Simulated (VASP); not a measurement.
# Hf (Pm-3m) in VASP: further runs

The runs below take Hf through single point, with LDA.

Everything below comes from runs of VASP 6.6.1. Logs are shortened: lines on timing, memory, paths and dates and some standing lists are left out, and cuts for length are marked.

### 1 The cell of the first run

Symmetry: Pm-3m, No. 221, cubic system. The conventional cell has a = 2.577 Å, b = 2.577 Å, c = 2.577 Å, α = 90.00°, β = 90.00°, γ = 90.00°. Hf (site symmetry m-3m) has 6 Hf at 2.58 Å within 3.4 Å.

### 2 Single point, LDA (volume scaled by 0.76)

Contents of INCAR:

```
SYSTEM = Hf
PREC = Accurate
ENCUT = 520
EDIFF = 1E-6
ISMEAR = -1
SIGMA = 0.1
LREAL = .FALSE.
LASPH = .TRUE.
NELM = 80
ALGO = Normal
ISIF = 2
LWAVE = .FALSE.
LCHARG = .FALSE.
NBANDS = 11
```

Contents of KPOINTS:

```
regular mesh
0
G
  15 15 15
  0 0 0
```

Contents of POSCAR:

```
Hf
1.0
    2.5769457358      0.0000000000      0.0000000000
    0.0000000000      2.5769457358      0.0000000000
    0.0000000000      0.0000000000      2.5769457358
Hf
1
Direct
    0.0000000000      0.0000000000      0.0000000000
```

Potentials or basis: VASP PAW LDA potentials, release 64 (Hf_pv).

The run is started by

```bash
$ cat potpaw_LDA.64/Hf_pv/POTCAR > POTCAR
$ mpirun -np 1 vasp_std > vasp.out
```

OUTCAR:

```text
SYSTEM = Hf
   PREC = Accurate
   ENCUT = 520
   EDIFF = 1E-6
   ISMEAR = -1
   LREAL = .FALSE.
   LASPH = .TRUE.
   NELM = 80
   ISIF = 2

 ion  position               nearest neighbor table
   1  0.000  0.000  0.000-

  LATTYP: Found a simple cubic cell.
 ALAT       =     2.5769457358

  Lattice vectors:

 A1 = (   2.5769457358,   0.0000000000,   0.0000000000)
 A2 = (   0.0000000000,   2.5769457358,   0.0000000000)
 A3 = (   0.0000000000,   0.0000000000,   2.5769457358)

Analysis of symmetry for initial positions (statically):
=====================================================================
 Subroutine PRICEL returns:
 Original cell was already a primitive cell.

 Routine SETGRP: Setting up the symmetry group for a
 simple cubic supercell.

 Subroutine GETGRP returns: Found 48 space group operations
 (whereof 48 operations were pure point group operations)
 out of a pool of 48 trial point group operations.

The static configuration has the point symmetry O_h .

Analysis of symmetry for dynamics (positions and initial velocities):
=====================================================================
 Subroutine PRICEL returns:
 Original cell was already a primitive cell.

 Routine SETGRP: Setting up the symmetry group for a
 simple cubic supercell.

 Subroutine GETGRP returns: Found 48 space group operations
 (whereof 48 operations were pure point group operations)
 out of a pool of 48 trial point group operations.

The dynamic configuration has the point symmetry O_h .

 Subroutine INISYM returns: Found 48 space group operations
 (whereof 48 operations are pure point group operations),
 and found     1 'primitive' translations

----------------------------------------------------------------------------------------

                                     Primitive cell

  volume of cell :      17.1126

  direct lattice vectors                    reciprocal lattice vectors
     2.576945736  0.000000000  0.000000000     0.388056289  0.000000000  0.000000000
     0.000000000  2.576945736  0.000000000     0.000000000  0.388056289  0.000000000
     0.000000000  0.000000000  2.576945736     0.000000000  0.000000000  0.388056289

  length of vectors
     2.576945736  2.576945736  2.576945736     0.388056289  0.388056289  0.388056289

  position of ions in fractional coordinates (direct lattice)
     0.000000000  0.000000000  0.000000000

  ion indices of the primitive-cell ions
   primitive index   ion index
                 1           1

----------------------------------------------------------------------------------------

 KPOINTS: regular mesh

Automatic generation of k-mesh.
 Grid dimensions read from file:
 generate k-points for:   15   15   15

 Generating k-lattice:

  Cartesian coordinates                     Fractional coordinates (reciprocal lattice)
     0.025870419  0.000000000  0.000000000     0.066666667  0.000000000  0.000000000
     0.000000000  0.025870419  0.000000000     0.000000000  0.066666667  0.000000000
     0.000000000  0.000000000  0.025870419     0.000000000  0.000000000  0.066666667

  Length of vectors
     0.025870419  0.025870419  0.025870419

  Shift w.r.t. Gamma in fractional coordinates (k-lattice)
     0.000000000  0.000000000  0.000000000

 Subroutine IBZKPT returns following result:
 ===========================================

 Found    120 irreducible k-points:

 Following reciprocal coordinates:
            Coordinates               Weight
  0.000000  0.000000  0.000000      1.000000
  0.066667  0.000000  0.000000      6.000000
  0.133333  0.000000  0.000000      6.000000
  0.200000  0.000000  0.000000      6.000000
  0.266667  0.000000  0.000000      6.000000
  0.333333  0.000000  0.000000      6.000000
[... 16 lines left out ...]
  0.266667  0.200000  0.000000     24.000000
  0.333333  0.200000  0.000000     24.000000
 [... further k-points ...]
   k-points           NKPTS =    120   k-points in BZ     NKDIM =    120   number of bands    NBANDS=     11
   number of dos      NEDOS =    301   number of ions     NIONS =      1
   total plane-waves  NPLWV =   8000
   dimension x,y,z NGX =    20 NGY =   20 NGZ =   20
   dimension x,y,z NGXF=    40 NGYF=   40 NGZF=   40
   ions per type =               1
   NGX,Y,Z   is equivalent  to a cutoff of  12.90, 12.90, 12.90 a.u.
   NGXF,Y,Z  is equivalent  to a cutoff of  25.81, 25.81, 25.81 a.u.
 SYSTEM =  Hf
   PREC   = accura    normal or accurate (medium, high low for compatibility)
   ISTART =      0    job   : 0-new  1-cont  2-samecut
   ICHARG =      2    charge: 1-file 2-atom 10-const
   ISPIN  =      1    spin polarized calculation?
   LNONCOLLINEAR =      F non collinear calculations
   LSORBIT =      F    spin-orbit coupling
   LASPH  =      T    aspherical Exc in radial PAW
   ENCUT  =  520.0 eV  38.22 Ry    6.18 a.u.   4.79  4.79  4.79*2*pi/ulx,y,z
   NELM   =     80;   NELMIN=  2; NELMDL= -5     # of ELM steps
   EDIFF  = 0.1E-05   stopping-criterion for ELM
   LREAL  =      F    real-space projection
   EDIFFG = 0.1E-04   stopping-criterion for IOM
   NSW    =      0    number of steps for IOM
   IBRION =     -1    ionic relax: 0-MD 1-quasi-New 2-CG
   NFREE  =      0    steps in history (QN), initial steepest desc. (CG)
   ISIF   =      2    stress and relaxation
   ISYM   =      2    0-nonsym 1-usesym 2-fastsym
   POTIM  = 0.5000    time-step for ionic-motion
   TEBEG  =    0.0;   TEEND  =   0.0 temperature during run
   PSTRESS=    0.0 pullay stress
   NELECT =      10.0000    total number of electrons
   NUPDOWN=      -1.0000    fix difference up-down
   EMIN   =  10.00;   EMAX   =-10.00  energy-range for DOS
   EFERMI =   0.00;   METHOD = LEGACY
   ISMEAR =    -1;   SIGMA  =   0.10  broadening in eV -4-tet -1-fermi 0-gaus
   EFERMI_NEDOS =   21; number of points for ismear=-14 and -15
   IALGO  =     38    algorithm
   IMIX   =      4    mixing-type and parameters
     AMIX     =   0.40;   BMIX     =  1.00
     AMIX_MAG =   1.60;   BMIX_MAG =  1.00
  volume/ion in A,a.u.               =      17.11       115.48
  Fermi-wavevector in a.u.,A,eV,Ry     =   1.368683  2.586436 25.487703  1.873293
  Thomas-Fermi vector in A             =   2.494625
   LORBIT       =      0    0 simple, 1 ext, 2 COOP (PROOUT), +10 PAW based schemes
   GGA     = CA    functional components
   LHFCALC =     F    Hartree Fock is set to
   AEXX    =    0.0000 exact exchange contribution
   IVDW    =     0    specifies the selected vdW correction
   LEPSILON=     F    determine dielectric tensor
   LRPA    =     F    only Hartree local field effects (RPA)
 non-spin polarized calculation
  energy-cutoff  :      520.00
  volume of cell :       17.11
 maximum number of plane-waves:       472
 NGX is ok and might be reduce to    20
   NGX =  9   NGY =  9   NGZ =  9

 number of electron      10.0000002 magnetization

 Free energy of the ion-electron system (eV)
  ---------------------------------------------------
  ext. energy  EPLUGINS =         0.00000000
  ---------------------------------------------------
  free energy    TOTEN  =        -9.15701420 eV

  energy without entropy =       -9.12846417  energy(sigma->0) =       -9.14273918

 E-fermi :   6.3717     XC(G=0): -12.6452

 val. band max:        6.3053644457   @ k =   0.4000   0.3333   0.1333
 cond. band min:       6.3783093007   @ k =   0.4000   0.1333   0.1333
 fundamental gap:      0.0729448551
 Fermi energy:         6.3717333270

 k-point     1 :       0.0000    0.0000    0.0000
  band No.  band energies     occupation
      1     -22.2598      2.00000
      2     -22.2598      2.00000
      3     -22.2598      2.00000
      4      -0.9911      2.00000
      5       3.7738      2.00000
      6       3.7738      2.00000
      7      15.7732      0.00000
      8      15.7732      0.00000
      9      15.7732      0.00000
     10      19.5259      0.00000
     11      23.1448      0.00000

 k-point     2 :       0.0667    0.0000    0.0000
  band No.  band energies     occupation
      1     -22.3956      2.00000
      2     -22.2487      2.00000
      3     -22.2487      2.00000
      4      -0.8093      2.00000
      5       3.8246      2.00000
      6       3.9923      2.00000
      7      15.3298      0.00000
      8      15.3298      0.00000
      9      15.8003      0.00000
     10      19.5245      0.00000
     11      22.3225      0.00000

 k-point     3 :       0.1333    0.0000    0.0000
  band No.  band energies     occupation
      1     -22.7666      2.00000
      2     -22.2171      2.00000
      3     -22.2171      2.00000
      4      -0.3187      2.00000
      5       3.9717      2.00000
      6       4.6333      2.00000
      7      14.2989      0.00000
      8      14.2989      0.00000
      9      15.8779      0.00000
     10      19.5151      0.00000
     11      20.7265      0.00000

 k-point     4 :       0.2000    0.0000    0.0000
  band No.  band energies     occupation
      1     -23.2820      2.00000
      2     -22.1701      2.00000
      3     -22.1701      2.00000
      4       0.3618      2.00000
      5       4.1985      2.00000
      6       5.6095      1.99902
      7      13.1119      0.00000
      8      13.1119      0.00000
      9      15.9944      0.00000
     10      19.1432      0.00000
     11      19.5853      0.00000
[... 239 lines left out ...]
 k-point    22 :       0.2000    0.2000    0.0000
  band No.  band energies     occupation
      1     -23.2211      2.00000
      2     -23.1145      2.00000
      3     -22.0824      2.00000
      4       1.6531      2.00000
      5       5.2339      1.99998
      6       6.6859      0.08285
      7      10.4593      0.00000
      8      13.0678      0.00000
      9      13.8954      0.00000
     10      19.5180      0.00000
     11      21.2062      0.00000

 k-point    23 :       0.2667    0.2000    0.0000
  band No.  band energies     occupation
      1     -23.7145      2.00000
      2     -23.0935      2.00000
      3     -22.0291      2.00000
      4       2.3195      2.00000
      5       5.4328      1.99983
      6       7.4630      0.00004
      7       9.9910      0.00000
      8      12.2883      0.00000
      9      13.8033      0.00000
     10      19.5050      0.00000
     11      20.1294      0.00000

 k-point    24 :       0.3333    0.2000    0.0000
  band No.  band energies     occupation
      1     -24.1992      2.00000
      2     -23.0291      2.00000
      3     -21.9776      2.00000
      4       2.9751      2.00000
      5       5.4019      1.99988
      6       7.5285      0.00002
      7      10.6353      0.00000
      8      11.4619      0.00000
      9      13.9476      0.00000
     10      19.3717      0.00000
     11      19.6208      0.00000

 [... further k-points ...]
[... 5 lines left out ...]
  --------------------------------------------------------------------------------------
  -------------------------------------------------------------------------------------
  Total        4.2486580      4.2486580      4.2486580     -0.0000000      0.0000000     -0.0000000
  in kB      397.7832866    397.7832866    397.7832866     -0.0000000      0.0000000     -0.0000000
  external PRESSURE =     397.7832866 kB  Pullay stress =       0.0000000 kB

 VOLUME and BASIS-vectors are now :
 -----------------------------------------------------------------------------
  energy-cutoff  :      520.00
  volume of cell :       17.11
      direct lattice vectors                 reciprocal lattice vectors
     2.576945736  0.000000000  0.000000000     0.388056289  0.000000000  0.000000000
     0.000000000  2.576945736  0.000000000     0.000000000  0.388056289  0.000000000
     0.000000000  0.000000000  2.576945736     0.000000000  0.000000000  0.388056289

 POSITION                                       TOTAL-FORCE (eV/Angst)
 -----------------------------------------------------------------------------------
      0.00000      0.00000      0.00000         0.000000      0.000000      0.000000
 -----------------------------------------------------------------------------------
    total drift:                               -0.000000      0.000000     -0.000000

  FREE ENERGIE OF THE ION-ELECTRON SYSTEM (eV)
  ---------------------------------------------------
  free  energy   TOTEN  =        -9.1570142011 eV

  energy  without entropy=       -9.1284641667  energy(sigma->0) =       -9.14273918
```

Wall time 22 s (1 thread of AMD EPYC 7R13, shared host); peak memory 0.1 GiB.

Results:

| Property | Result |
| --- | --- |
| Free energy | -9.1570 eV |
| Pressure | 39.8 GPa |
| Band gap on the k mesh | zero (band 5 reaches 7.35 eV, above the bottom of band 6 at 3.73 eV) |

Caveat: spin-orbit coupling is left out, which moves the levels of the heavy elements.

### 3 Single point, LDA (volume scaled by 0.76, source ansatz)

Contents of INCAR:

```
PREC = Accurate
ENCUT = 520
EDIFF = 1E-6
ISMEAR = -1
SIGMA = 0.1
LREAL = False
LASPH = True
NELM = 60
ALGO = Normal
ISIF = 2
LWAVE = False
LCHARG = True
LELF = True
LVHAR = True
NBANDS = 11
```

Contents of KPOINTS:

```
Automatic mesh
0
Gamma
  15 15 15
```

POSCAR is that of step 2.

Potentials or basis: VASP PAW LDA potentials, release 64 (Hf_pv).

The run is started by

```bash
$ cat potpaw_LDA.64/Hf_pv/POTCAR > POTCAR
$ mpirun -np 1 vasp_std > vasp.out
```

OUTCAR:

```text
PREC = Accurate
   ENCUT = 520
   EDIFF = 1E-6
   ISMEAR = -1
   LREAL = False
   LASPH = True
   NELM = 60
   ISIF = 2

 ion  position               nearest neighbor table
   1  0.000  0.000  0.000-

  LATTYP: Found a simple cubic cell.
 ALAT       =     2.5769457358

  Lattice vectors:

 A1 = (   2.5769457358,   0.0000000000,   0.0000000000)
 A2 = (   0.0000000000,   2.5769457358,   0.0000000000)
 A3 = (   0.0000000000,   0.0000000000,   2.5769457358)

Analysis of symmetry for initial positions (statically):
=====================================================================
 Subroutine PRICEL returns:
 Original cell was already a primitive cell.

 Routine SETGRP: Setting up the symmetry group for a
 simple cubic supercell.

 Subroutine GETGRP returns: Found 48 space group operations
 (whereof 48 operations were pure point group operations)
 out of a pool of 48 trial point group operations.

The static configuration has the point symmetry O_h .

Analysis of symmetry for dynamics (positions and initial velocities):
=====================================================================
 Subroutine PRICEL returns:
 Original cell was already a primitive cell.

 Routine SETGRP: Setting up the symmetry group for a
 simple cubic supercell.

 Subroutine GETGRP returns: Found 48 space group operations
 (whereof 48 operations were pure point group operations)
 out of a pool of 48 trial point group operations.

The dynamic configuration has the point symmetry O_h .

 Subroutine INISYM returns: Found 48 space group operations
 (whereof 48 operations are pure point group operations),
 and found     1 'primitive' translations

----------------------------------------------------------------------------------------

                                     Primitive cell
[... 105 lines left out ...]
   EFERMI_NEDOS =   21; number of points for ismear=-14 and -15
   IALGO  =     38    algorithm
   IMIX   =      4    mixing-type and parameters
     AMIX     =   0.40;   BMIX     =  1.00
     AMIX_MAG =   1.60;   BMIX_MAG =  1.00
  volume/ion in A,a.u.               =      17.11       115.48
  Fermi-wavevector in a.u.,A,eV,Ry     =   1.368683  2.586436 25.487703  1.873293
  Thomas-Fermi vector in A             =   2.494625
   LORBIT       =      0    0 simple, 1 ext, 2 COOP (PROOUT), +10 PAW based schemes
   GGA     = CA    functional components
   LHFCALC =     F    Hartree Fock is set to
   AEXX    =    0.0000 exact exchange contribution
   IVDW    =     0    specifies the selected vdW correction
   LEPSILON=     F    determine dielectric tensor
   LRPA    =     F    only Hartree local field effects (RPA)
 non-spin polarized calculation
  energy-cutoff  :      520.00
  volume of cell :       17.11
 maximum number of plane-waves:       472
 NGX is ok and might be reduce to    20
   NGX =  9   NGY =  9   NGZ =  9

 number of electron      10.0000002 magnetization

 Free energy of the ion-electron system (eV)
  ---------------------------------------------------
  ext. energy  EPLUGINS =         0.00000000
  ---------------------------------------------------
  free energy    TOTEN  =        -9.15701420 eV

  energy without entropy =       -9.12846417  energy(sigma->0) =       -9.14273918

 E-fermi :   6.3717     XC(G=0): -12.6452

 val. band max:        6.3053644457   @ k =   0.4000   0.3333   0.1333
 cond. band min:       6.3783093007   @ k =   0.4000   0.1333   0.1333
 fundamental gap:      0.0729448551
 Fermi energy:         6.3717333270

 k-point     1 :       0.0000    0.0000    0.0000
  band No.  band energies     occupation
      1     -22.2598      2.00000
      2     -22.2598      2.00000
      3     -22.2598      2.00000
      4      -0.9911      2.00000
      5       3.7738      2.00000
      6       3.7738      2.00000
      7      15.7732      0.00000
      8      15.7732      0.00000
      9      15.7732      0.00000
     10      19.5259      0.00000
     11      23.1448      0.00000
[... 309 lines left out ...]
 k-point    24 :       0.3333    0.2000    0.0000
  band No.  band energies     occupation
      1     -24.1992      2.00000
      2     -23.0291      2.00000
      3     -21.9776      2.00000
      4       2.9751      2.00000
      5       5.4019      1.99988
      6       7.5285      0.00002
      7      10.6353      0.00000
      8      11.4619      0.00000
      9      13.9476      0.00000
     10      19.3717      0.00000
     11      19.6208      0.00000

 [... further k-points ...]
[... 5 lines left out ...]
  --------------------------------------------------------------------------------------
  -------------------------------------------------------------------------------------
  Total        4.2486580      4.2486580      4.2486580     -0.0000000      0.0000000     -0.0000000
  in kB      397.7832866    397.7832866    397.7832866     -0.0000000      0.0000000     -0.0000000
  external PRESSURE =     397.7832866 kB  Pullay stress =       0.0000000 kB

 VOLUME and BASIS-vectors are now :
 -----------------------------------------------------------------------------
  energy-cutoff  :      520.00
  volume of cell :       17.11
      direct lattice vectors                 reciprocal lattice vectors
     2.576945736  0.000000000  0.000000000     0.388056289  0.000000000  0.000000000
     0.000000000  2.576945736  0.000000000     0.000000000  0.388056289  0.000000000
     0.000000000  0.000000000  2.576945736     0.000000000  0.000000000  0.388056289

 POSITION                                       TOTAL-FORCE (eV/Angst)
 -----------------------------------------------------------------------------------
      0.00000      0.00000      0.00000         0.000000      0.000000      0.000000
 -----------------------------------------------------------------------------------
    total drift:                               -0.000000      0.000000     -0.000000

  FREE ENERGIE OF THE ION-ELECTRON SYSTEM (eV)
  ---------------------------------------------------
  free  energy   TOTEN  =        -9.1570142011 eV

  energy  without entropy=       -9.1284641667  energy(sigma->0) =       -9.14273918
```

Run time: 23 s. Hardware: 1 thread of AMD EPYC 7R13, shared host; peak memory 0.1 GiB.

Results:

* Free energy: -9.1570 eV
* Pressure: 39.8 GPa
* Band gap on the k mesh: zero (band 5 reaches 7.35 eV, above the bottom of band 6 at 3.73 eV)

Caveat: spin-orbit coupling is left out, which moves the levels of the heavy elements.
